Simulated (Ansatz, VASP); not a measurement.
**One calculation of Cr, two programs**

INCAR

```
PREC = Accurate
ENCUT = 500
EDIFF = 1E-6
ISMEAR = 0
SIGMA = 0.01
LREAL = F
LASPH = T
NELM = 120
ALGO = Normal
ISIF = 2
LWAVE = F
LCHARG = F
NBANDS = 12
GGA_COMPAT = F
```

Contents of KPOINTS:

```
Automatic mesh
0
Gamma
  16 16 16
```

POSCAR

```
Cr
1.0
   -1.3942485114      1.3942485114      1.3942485114
    1.3942485114     -1.3942485114      1.3942485114
    1.3942485114      1.3942485114     -1.3942485114
Cr
1
Direct
    0.0000000000      0.0000000000      0.0000000000
```

Input for Ansatz:

```yaml
crystal:
  lattice:
    - [-1.3942485114, 1.3942485114, 1.3942485114]
    - [1.3942485114, -1.3942485114, 1.3942485114]
    - [1.3942485114, 1.3942485114, -1.3942485114]
  atoms:
    - { symbol: Cr, position: [0.0, 0.0, 0.0] }
hamiltonian:
  xc: lda
  pseudopotentials:
    kind: paw
    azcp:
      Cr: "pseudopotentials/Cr.paw.azcp"
basis:
  ecutwfc: 420
  fft_grid_basis: typed
kpoints:
  mp_grid: { grid: [16, 16, 16], shift: [0, 0, 0] }
magnetization:
  spin_polarized: false
scf:
  occupations: { method: gaussian, width: 0.01 }
  lower_state_search: "off"
output:
  stress: true
```

Alike in both runs: task single point; functional LDA; k mesh 16 × 16 × 16; occupations gaussian, width 0.01 eV; no spin polarisation.

|  | VASP | Ansatz |
| --- | --- | --- |
| version | VASP 6.6.1 | Ansatz 0.2.0 |
| potentials or method | VASP PAW LDA potentials, release 64 (Cr_pv), cutoff 500 eV | plane waves (420 eV) with PAW, scalar-relativistic |
| valence electrons in the cell | 12 | 14 |

```tsv
	VASP	Ansatz	Ansatz less VASP
pressure (GPa)	0.0	0.0	-0.01
```

Ansatz warns that its potentials were made for another functional, while VASP's fit it. LDA's correlation is that of Perdew and Zunger in VASP and of Perdew and Wang (1992) in Ansatz. VASP's potentials hold 12 valence electrons a cell and Ansatz's 14, so a difference there can come from the potentials and not from the codes.
